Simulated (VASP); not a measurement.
**AlGaN2: single point with r2SCAN**

Crystal: AlGaN2.

```xyz
4
Lattice="3.1880 0.0000 0.0000 0.0000 3.1880 0.0000 0.0000 0.0000 4.4238" Properties=species:S:1:pos:R:3 pbc="T T T"
Al    1.5940    1.5940    2.2119
Ga    0.0000    0.0000    0.0000
N     1.5940    0.0000    3.2660
N     0.0000    1.5940    1.1579
```

This cell differs from its parent crystal: strain +0.015 along x and y, +0.000 along z.

```yaml
Program: VASP 6.6.1
Task: single point
Functional: r2SCAN
Potentials_or_basis: VASP PAW PBE potentials, release 64 (Al, Ga_d, N_h)
Cutoff: 910 eV
k_mesh: 8 × 8 × 6
Occupations: gaussian, width 0.05 eV
Spin: no spin polarisation
```

* Pressure: -5.9 GPa
* Largest force: 0.019 eV/Å
* Band gap on the k mesh: 3.15 eV

Forces in eV/Å, atoms in the order of the input:
```
Al   0.000  0.000  0.000
Ga   0.000  0.000  0.000
N    0.000  0.000 -0.019
N    0.000  0.000  0.019
```

Stress tensor (GPa, compression positive):
```
-6.61  0.00  0.00
 0.00 -6.61  0.00
 0.00  0.00 -4.49
```

Levels at points of the mesh, in eV from the valence-band top:
| k point | band 10 | band 11 | band 12 | band 13 | band 14 | band 15 | band 16 | band 17 |
| --- | --- | --- | --- | --- | --- | --- | --- | --- |
| (0.00, 0.00, 0.00) | -2.38 | -0.15 | 0.00 | 0.00 | 3.15 | 4.03 | 8.04 | 11.86 |
| (0.50, 0.00, 0.00) | -2.81 | -2.74 | -1.06 | -0.69 | 7.47 | 7.69 | 8.52 | 8.85 |
| (0.50, 0.50, 0.00) | -2.23 | -2.18 | -2.18 | -2.16 | 3.87 | 3.87 | 6.91 | 9.48 |
| (0.00, 0.00, 0.50) | -1.60 | -1.60 | -1.00 | -1.00 | 5.72 | 5.88 | 8.41 | 9.77 |
| (0.50, 0.00, 0.50) | -1.04 | -0.81 | -0.57 | -0.51 | 5.57 | 7.07 | 9.85 | 10.09 |
| (0.50, 0.50, 0.50) | -3.86 | -3.23 | -3.11 | -3.11 | 6.82 | 6.82 | 9.28 | 11.50 |

Run time: 8.2 min on 1 thread of AMD EPYC 7R43 64-Core Processor (Zen 3) (shared host), peak memory 0.27 GiB.

Caveat: the cell differs from its parent crystal (strain +0.015 along x and y, +0.000 along z); the cutoff is under 1.25 times the usual one of these potentials, so pressure, stress and relaxed cells hold a basis-set (Pulay) error; the cell stands under tension; the PAW data sets were made with another functional, which shifts forces and pressure a little.
